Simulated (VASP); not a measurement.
# Ga: single point with PBEsol

Crystal: Ga.

```xyz
2
Lattice="-2.2048 2.2048 1.1502 2.2048 -2.2048 1.1502 2.2048 2.2048 -1.1502" Properties=species:S:1:pos:R:3 pbc="T T T"
Ga    0.0000   -1.1024   -0.2876
Ga    0.0000    1.1024    0.2876
```

```yaml
Program: VASP 6.6.1
Task: single point
Functional: PBEsol
Potentials_or_basis: VASP PAW PBE potentials, release 64 (Ga_d)
Cutoff: 520 eV
k_mesh: 18 × 18 × 18
Occupations: fermi-dirac, width 0.08 eV
Spin: no spin polarisation
Dipole_correction: no
Further_INCAR_settings: ALGO = Normal; EDIFF = 1e-06; NBANDS = 20
```

| Quantity | Value |
| --- | --- |
| Pressure | 100.8 GPa |
| Band gap on the k mesh | zero (bands 13 and 14 overlap by 11.34 eV) |

Levels at points of the mesh, in eV from the Fermi level:
| k point | band 11 | band 12 | band 13 | band 14 | band 15 | band 16 |
| --- | --- | --- | --- | --- | --- | --- |
| (0.00, 0.00, 0.00) | -14.79 | -1.47 | -1.47 | 2.07 | 4.32 | 14.20 |
| (0.50, 0.00, 0.00) | -6.67 | -5.33 | -0.20 | 0.83 | 2.91 | 4.49 |
| (0.50, 0.50, 0.00) | -11.62 | -11.62 | 3.45 | 3.45 | 6.18 | 6.18 |
| (0.50, 0.50, 0.50) | -7.69 | -7.69 | -6.88 | -6.88 | 13.60 | 13.60 |

Wall time 2.1 min on 1 thread of Intel(R) Xeon(R) 6975P-C (Granite Rapids), on a shared host, peak memory 0.29 GiB.

Caveat: the cell stands under pressure; the PAW data sets were made with another functional, which shifts forces and pressure a little.
